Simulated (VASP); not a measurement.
# Ta (Im-3m) in VASP: a series of runs

Ta is run at these levels: LDA; tasks: single point.

Everything below comes from runs of VASP 6.6.1. Logs are shortened: lines on timing, memory, paths and dates and some standing lists are left out, and cuts for length are marked.

**1. The cell of the first run**

It takes space group Im-3m (No. 229, cubic). Conventional cell: a = 3.188 Å, b = 3.188 Å, c = 3.188 Å, α = 90.00°, β = 90.00°, γ = 90.00°. Ta (site symmetry m-3m) has 14 Ta at 2.76 to 3.19 Å within 3.6 Å.

**2. Single point, LDA**

INCAR reads:

```
PREC = Accurate ; ENCUT = 520
EDIFF = 1E-7 ; ISMEAR = -1
SIGMA = 0.08 ; LREAL = F
LASPH = T ; NELM = 60
ALGO = Normal ; ISIF = 2
LWAVE = F ; LCHARG = F
NBANDS = 12
```

KPOINTS reads:

```
regular mesh
0
Gamma
  24 24 24
```

POSCAR reads:

```
Ta
1.0
   -1.5940651532      1.5940651532      1.5940651532
    1.5940651532     -1.5940651532      1.5940651532
    1.5940651532      1.5940651532     -1.5940651532
Ta
1
Direct
    0.0000000000      0.0000000000      0.0000000000
```

Potentials or basis: VASP PAW LDA potentials, release 64 (Ta_pv).

The run is started by

```console
$ cat potpaw_LDA.64/Ta_pv/POTCAR > POTCAR
$ mpirun -np 1 vasp_std > vasp.out
```

OUTCAR:

```text
PREC = Accurate
   ENCUT = 520
   EDIFF = 1E-7
   ISMEAR = -1
   LREAL = F
   LASPH = T
   NELM = 60
   ISIF = 2

 ion  position               nearest neighbor table
   1  0.000  0.000  0.000-

  LATTYP: Found a body centered cubic cell.
 ALAT       =     3.1881303064

  Lattice vectors:

 A1 = (  -1.5940651532,   1.5940651532,   1.5940651532)
 A2 = (   1.5940651532,  -1.5940651532,   1.5940651532)
 A3 = (   1.5940651532,   1.5940651532,  -1.5940651532)

Analysis of symmetry for initial positions (statically):
=====================================================================
 Subroutine PRICEL returns:
 Original cell was already a primitive cell.

 Routine SETGRP: Setting up the symmetry group for a
 body centered cubic supercell.

 Subroutine GETGRP returns: Found 48 space group operations
 (whereof 48 operations were pure point group operations)
 out of a pool of 48 trial point group operations.

The static configuration has the point symmetry O_h .

Analysis of symmetry for dynamics (positions and initial velocities):
=====================================================================
 Subroutine PRICEL returns:
 Original cell was already a primitive cell.

 Routine SETGRP: Setting up the symmetry group for a
 body centered cubic supercell.

 Subroutine GETGRP returns: Found 48 space group operations
 (whereof 48 operations were pure point group operations)
 out of a pool of 48 trial point group operations.

The dynamic configuration has the point symmetry O_h .

 Subroutine INISYM returns: Found 48 space group operations
 (whereof 48 operations are pure point group operations),
 and found     1 'primitive' translations

----------------------------------------------------------------------------------------

                                     Primitive cell

  volume of cell :      16.2024

  direct lattice vectors                    reciprocal lattice vectors
    -1.594065153  1.594065153  1.594065153     0.000000000  0.313663465  0.313663465
     1.594065153 -1.594065153  1.594065153     0.313663465  0.000000000  0.313663465
     1.594065153  1.594065153 -1.594065153     0.313663465  0.313663465  0.000000000

  length of vectors
     2.761001836  2.761001836  2.761001836     0.443587127  0.443587127  0.443587127

  position of ions in fractional coordinates (direct lattice)
     0.000000000  0.000000000  0.000000000

  ion indices of the primitive-cell ions
   primitive index   ion index
                 1           1

----------------------------------------------------------------------------------------

 KPOINTS: regular mesh

Automatic generation of k-mesh.
 Grid dimensions read from file:
 generate k-points for:   24   24   24

 Generating k-lattice:

  Cartesian coordinates                     Fractional coordinates (reciprocal lattice)
     0.000000000  0.013069311  0.013069311     0.041666667  0.000000000  0.000000000
     0.013069311  0.000000000  0.013069311     0.000000000  0.041666667  0.000000000
     0.013069311  0.013069311  0.000000000     0.000000000  0.000000000  0.041666667

  Length of vectors
     0.018482797  0.018482797  0.018482797

  Shift w.r.t. Gamma in fractional coordinates (k-lattice)
     0.000000000  0.000000000  0.000000000

 Subroutine IBZKPT returns following result:
 ===========================================

 Found    413 irreducible k-points:

 Following reciprocal coordinates:
            Coordinates               Weight
  0.000000  0.000000  0.000000      1.000000
  0.041667  0.000000  0.000000     12.000000
  0.083333  0.000000  0.000000     12.000000
  0.125000  0.000000  0.000000     12.000000
  0.166667  0.000000  0.000000     12.000000
  0.208333  0.000000  0.000000     12.000000
[... 16 lines left out ...]
  0.416667  0.041667  0.000000     48.000000
  0.458333  0.041667  0.000000     48.000000
 [... further k-points ...]
   k-points           NKPTS =    413   k-points in BZ     NKDIM =    413   number of bands    NBANDS=     12
   number of dos      NEDOS =    301   number of ions     NIONS =      1
   total plane-waves  NPLWV =  13824
   dimension x,y,z NGX =    24 NGY =   24 NGZ =   24
   dimension x,y,z NGXF=    48 NGYF=   48 NGZF=   48
   ions per type =               1
   NGX,Y,Z   is equivalent  to a cutoff of  14.45, 14.45, 14.45 a.u.
   NGXF,Y,Z  is equivalent  to a cutoff of  28.90, 28.90, 28.90 a.u.
 SYSTEM =  unknown system
   PREC   = accura    normal or accurate (medium, high low for compatibility)
   ISTART =      0    job   : 0-new  1-cont  2-samecut
   ICHARG =      2    charge: 1-file 2-atom 10-const
   ISPIN  =      1    spin polarized calculation?
   LNONCOLLINEAR =      F non collinear calculations
   LSORBIT =      F    spin-orbit coupling
   LASPH  =      T    aspherical Exc in radial PAW
   ENCUT  =  520.0 eV  38.22 Ry    6.18 a.u.   5.13  5.13  5.13*2*pi/ulx,y,z
   NELM   =     60;   NELMIN=  2; NELMDL= -5     # of ELM steps
   EDIFF  = 0.1E-06   stopping-criterion for ELM
   LREAL  =      F    real-space projection
   EDIFFG = 0.1E-05   stopping-criterion for IOM
   NSW    =      0    number of steps for IOM
   IBRION =     -1    ionic relax: 0-MD 1-quasi-New 2-CG
   NFREE  =      0    steps in history (QN), initial steepest desc. (CG)
   ISIF   =      2    stress and relaxation
   ISYM   =      2    0-nonsym 1-usesym 2-fastsym
   POTIM  = 0.5000    time-step for ionic-motion
   TEBEG  =    0.0;   TEEND  =   0.0 temperature during run
   PSTRESS=    0.0 pullay stress
   NELECT =      11.0000    total number of electrons
   NUPDOWN=      -1.0000    fix difference up-down
   EMIN   =  10.00;   EMAX   =-10.00  energy-range for DOS
   EFERMI =   0.00;   METHOD = LEGACY
   ISMEAR =    -1;   SIGMA  =   0.08  broadening in eV -4-tet -1-fermi 0-gaus
   EFERMI_NEDOS =   21; number of points for ismear=-14 and -15
   IALGO  =     38    algorithm
   IMIX   =      4    mixing-type and parameters
     AMIX     =   0.40;   BMIX     =  1.00
     AMIX_MAG =   1.60;   BMIX_MAG =  1.00
  volume/ion in A,a.u.               =      16.20       109.34
  Fermi-wavevector in a.u.,A,eV,Ry     =   1.438842  2.719016 28.167668  2.070265
  Thomas-Fermi vector in A             =   2.557764
   LORBIT       =      0    0 simple, 1 ext, 2 COOP (PROOUT), +10 PAW based schemes
   GGA     = CA    functional components
   LHFCALC =     F    Hartree Fock is set to
   AEXX    =    0.0000 exact exchange contribution
   IVDW    =     0    specifies the selected vdW correction
   LEPSILON=     F    determine dielectric tensor
   LRPA    =     F    only Hartree local field effects (RPA)
 non-spin polarized calculation
  energy-cutoff  :      520.00
  volume of cell :       16.20
 maximum number of plane-waves:       466
 NGX is ok and might be reduce to    24
   NGX = 11   NGY = 11   NGZ = 11

 number of electron      11.0000001 magnetization

 Free energy of the ion-electron system (eV)
  ---------------------------------------------------
  ext. energy  EPLUGINS =         0.00000000
  ---------------------------------------------------
  free energy    TOTEN  =       -12.78917459 eV

  energy without entropy =      -12.76414571  energy(sigma->0) =      -12.77666015

 E-fermi :   6.3139     XC(G=0): -13.3422

 val. band max:        6.3105695102   @ k =   0.3333   0.2083  -0.0000
 cond. band min:       6.3199035463   @ k =   0.1250   0.0833   0.0000
 fundamental gap:      0.0093340361
 Fermi energy:         6.3138877832

 k-point     1 :       0.0000    0.0000    0.0000
  band No.  band energies     occupation
      1     -26.1650      2.00000
      2     -26.1650      2.00000
      3     -26.1650      2.00000
      4      -1.9127      2.00000
      5       6.9669      0.00057
      6       6.9669      0.00057
      7       6.9669      0.00057
      8      10.6180      0.00000
      9      10.6180      0.00000
     10      20.3571      0.00000
     11      21.8813      0.00000
     12      21.8813      0.00000

 k-point     2 :       0.0417    0.0000    0.0000
  band No.  band energies     occupation
      1     -26.1971      2.00000
      2     -26.1746      2.00000
      3     -26.1653      2.00000
      4      -1.8224      2.00000
      5       6.9074      0.00120
      6       6.9523      0.00068
      7       7.0549      0.00019
      8      10.5134      0.00000
      9      10.6171      0.00000
     10      20.3570      0.00000
     11      21.9663      0.00000
     12      22.0353      0.00000

 k-point     3 :       0.0833    0.0000    0.0000
  band No.  band energies     occupation
      1     -26.2904      2.00000
      2     -26.2023      2.00000
      3     -26.1660      2.00000
      4      -1.5579      2.00000
      5       6.7378      0.00994
      6       6.8962      0.00138
      7       7.3172      0.00001
      8      10.2594      0.00000
      9      10.6176      0.00000
     10      20.3569      0.00000
     11      22.2029      0.00000
     12      22.4878      0.00000
[... 286 lines left out ...]
 k-point    23 :       0.4167    0.0417    0.0000
  band No.  band energies     occupation
      1     -27.7774      2.00000
      2     -26.6867      2.00000
      3     -26.1929      2.00000
      4       1.5345      2.00000
      5       4.4766      2.00000
      6       7.9558      0.00000
      7      10.6228      0.00000
      8      11.6798      0.00000
      9      14.6102      0.00000
     10      19.2755      0.00000
     11      20.1114      0.00000
     12      20.4723      0.00000

 k-point    24 :       0.4583    0.0417    0.0000
  band No.  band energies     occupation
      1     -27.8274      2.00000
      2     -26.7044      2.00000
      3     -26.1935      2.00000
      4       1.5112      2.00000
      5       4.4099      2.00000
      6       8.4011      0.00000
      7      10.5556      0.00000
      8      11.7925      0.00000
      9      15.1576      0.00000
     10      19.0071      0.00000
     11      19.7492      0.00000
     12      20.4077      0.00000

 [... further k-points ...]

------------------------ aborting loop because EDIFF is reached ----------------------------------------

  FORCE on cell =-STRESS in cart. coord.  units (eV):
  Direction    XX          YY          ZZ          XY          YZ          ZX
  --------------------------------------------------------------------------------------
  -------------------------------------------------------------------------------------
  Total        1.6295590      1.6295590      1.6295590     -0.0000000     -0.0000000      0.0000000
  in kB      161.1396701    161.1396701    161.1396701     -0.0000000     -0.0000000      0.0000000
  external PRESSURE =     161.1396701 kB  Pullay stress =       0.0000000 kB

 VOLUME and BASIS-vectors are now :
 -----------------------------------------------------------------------------
  energy-cutoff  :      520.00
  volume of cell :       16.20
      direct lattice vectors                 reciprocal lattice vectors
    -1.594065153  1.594065153  1.594065153     0.000000000  0.313663465  0.313663465
     1.594065153 -1.594065153  1.594065153     0.313663465  0.000000000  0.313663465
     1.594065153  1.594065153 -1.594065153     0.313663465  0.313663465  0.000000000

 POSITION                                       TOTAL-FORCE (eV/Angst)
 -----------------------------------------------------------------------------------
      0.00000      0.00000      0.00000        -0.000000     -0.000000     -0.000000
 -----------------------------------------------------------------------------------
    total drift:                                0.000000      0.000000      0.000000

  FREE ENERGIE OF THE ION-ELECTRON SYSTEM (eV)
  ---------------------------------------------------
  free  energy   TOTEN  =       -12.7891745891 eV

  energy  without entropy=      -12.7641457103  energy(sigma->0) =      -12.77666015
```

Wall time 1.7 min (1 thread of AMD EPYC 7R13, shared host); peak memory 0.17 GiB.

Results:

| Property | Result |
| --- | --- |
| Free energy | -12.7892 eV |
| Pressure | 16.1 GPa |
| Band gap on the k mesh | zero (an odd number of electrons rules out a gap without spin polarisation) |

Levels at points of the mesh, in eV from the Fermi level:
```
           k point  band 2  band 3  band 4  band 5  band 6  band 7  band 8  band 9  band 10  band 11
(0.00, 0.00, 0.00)  -32.48  -32.48   -8.23    0.65    0.65    0.65    4.30    4.30    14.04    15.57
(0.50, 0.00, 0.00)  -33.01  -32.50   -4.87   -1.93    2.30    4.27    5.41    8.84    12.52    13.48
(0.50, 0.50, 0.50)  -33.63  -33.63   -4.50   -4.50    7.69    7.69    7.69    9.79     9.79     9.79
```

Caveat: the cell stands under pressure; spin-orbit coupling is left out, which moves the levels of the heavy elements.

**3. Single point, LDA**

This run uses another cell than the first one, of 16.51 Å³/atom.

Edit INCAR of step 2 so:

```diff
@@ -3,3 +3,3 @@
 SIGMA = 0.08 ; LREAL = F
-LASPH = T ; NELM = 60
+LASPH = T ; NELM = 80
 ALGO = Normal ; ISIF = 2
```

KPOINTS reads:

```
Automatic mesh
0
Gamma
  24 24 24
```

POSCAR reads:

```
Ta
1.0
   -1.6041676996      1.6041676996      1.6041676996
    1.6041676996     -1.6041676996      1.6041676996
    1.6041676996      1.6041676996     -1.6041676996
Ta
1
Direct
    0.0000000000      0.0000000000      0.0000000000
```

Potentials or basis: VASP PAW LDA potentials, release 64 (Ta_pv).

The run is started by

```console
$ cat potpaw_LDA.64/Ta_pv/POTCAR > POTCAR
$ mpirun -np 1 vasp_std > vasp.out
```

Wall time 95 s (1 thread of AMD EPYC 7R13, shared host); peak memory 0.17 GiB.

It converged, with:

- Free energy: -12.8155 eV
- Pressure: 11.0 GPa
- Band gap on the k mesh: zero (an odd number of electrons rules out a gap without spin polarisation)

Levels at points of the mesh, in eV from the Fermi level:
```
           k point  band 1  band 2  band 3  band 4  band 5  band 6  band 7  band 8  band 9  band 10
(0.00, 0.00, 0.00)  -32.55  -32.55  -32.55   -8.16    0.66    0.66    0.66    4.24    4.24    13.98
(0.50, 0.00, 0.00)  -34.13  -33.06  -32.57   -4.78   -1.86    2.19    4.18    5.30    8.64    12.43
(0.50, 0.50, 0.50)  -33.64  -33.64  -33.64   -4.37   -4.37    7.52    7.52    7.52    9.59     9.59
```

Caveat: the cell stands under pressure; spin-orbit coupling is left out, which moves the levels of the heavy elements.

[end of part 1 of 2]

The gap in the log of VASP goes by the Fermi energy; the results here count the filled bands.